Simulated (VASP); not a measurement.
Wanted: the native input for a VASP 6.6.1 run.

```
Task                   : single point
Functional             : PBE
Potentials or basis    : VASP PAW PBE potentials, release 64 (B, Cd_sv_GW, N)
Cutoff                 : 520 eV
k mesh                 : 1 × 1 × 1
Occupations            : fermi-dirac, width 0.01 eV
Spin                   : no spin polarisation
Dipole correction      : no
Further INCAR settings : LREAL = Auto; ALGO = Normal; EDIFF = 1e-06; NBANDS = 91
```

The structure of CdB15N15 (a cell with a defect) lies in POSCAR:

```
CdB15N15
1.0
   -3.6241103844      3.6241103844     -3.6241103844
    3.6241103844      3.6241103844      3.6241103844
    3.6241103844     -3.6241103844     -3.6241103844
B Cd N
15 1 15
Direct
   -0.0004032903     -0.0006441821     -0.0242973609
    0.0068290873      0.2552020712      0.7600240804
    0.0068277573      0.5079943121      0.5072316824
   -0.0004032781      0.7236804754      0.2513885359
    0.2554432945      0.0065870215      0.7600219330
    0.2554417225      0.5079870298      0.2586170338
    0.2503348236      0.7506836158      0.0027150947
    0.5082344054      0.0065863613      0.5072307508
    0.5082323309      0.2551964338      0.2586182598
    0.4992251657      0.4989805390      0.0040499221
    0.4992256361      0.7520205994      0.7510134738
    0.7239314881     -0.0006416519      0.2513920443
    0.7509238802      0.2500892666      0.0027129772
    0.7522667951      0.4989839867      0.7510167369
    0.7509233707      0.7506795650      0.5021197864
    0.1345480233      0.1342929516      0.3863155228
   -0.0005533035      0.2531441464      0.0047730687
    0.0075148323      0.5047673493      0.7567980582
   -0.0005532513      0.7527439313      0.5051749777
    0.2533882819     -0.0007949251      0.0047749396
    0.2523983661      0.2521575329      0.7823174006
    0.2523986250      0.5302913123      0.5041902144
    0.2533867916      0.7527424024      0.2512358428
    0.5050083357      0.0072670426      0.7567965491
    0.5305429467      0.2521596480      0.5041926789
    0.5050072209      0.5047629271      0.2592969065
    0.5022173809      0.7516648440      0.0036966953
    0.7529844979     -0.0007978342      0.5051722707
    0.7529869832      0.2531406417      0.2512346713
    0.7519061003      0.5019694269      0.0036941306
    0.7519026014      0.7516598911      0.7539982886
```

One way to write it, as run:

INCAR

```
SYSTEM = CdB15N15
PREC     = Accurate       ! precision mode
ENCUT    = 520            ! plane-wave cutoff, eV
EDIFF    = 1E-6           ! SCF threshold, eV
ISMEAR   = -1             ! smearing method
SIGMA    = 0.01           ! smearing width, eV
LREAL    = Auto         
LASPH    = .True.         ! aspherical terms in the spheres
NELM     = 120            ! most SCF steps
ALGO     = Normal         ! electronic algorithm
ISIF     = 2              ! what is computed and relaxed
LWAVE    = .False.        ! write WAVECAR
LCHARG   = .False.        ! write CHGCAR
GGA      = PE             ! functional
NBANDS   = 91             ! bands
GGA_COMPAT= .False.
```

KPOINTS

```
Automatic mesh
0
Gamma
  1 1 1
  0 0 0
```

Potentials or basis: VASP PAW PBE potentials, release 64 (B, Cd_sv_GW, N).

Launch:

```bash
$ cat potpaw_PBE.64/B/POTCAR potpaw_PBE.64/Cd_sv_GW/POTCAR potpaw_PBE.64/N/POTCAR > POTCAR
$ mpirun -np 1 vasp_gam > vasp.out
```

Results of the run:

* Pressure: 17.6 GPa
* Largest force: 0.677 eV/Å
* Band gap on the k mesh: 4.62 eV

Caveat: the k points lie up to 1.23 Å⁻¹ apart.

Run time: 46 s on 1 thread of Intel(R) Xeon(R) Platinum 8375C CPU @ 2.90GHz (Ice Lake) (shared host), peak memory 0.32 GiB.
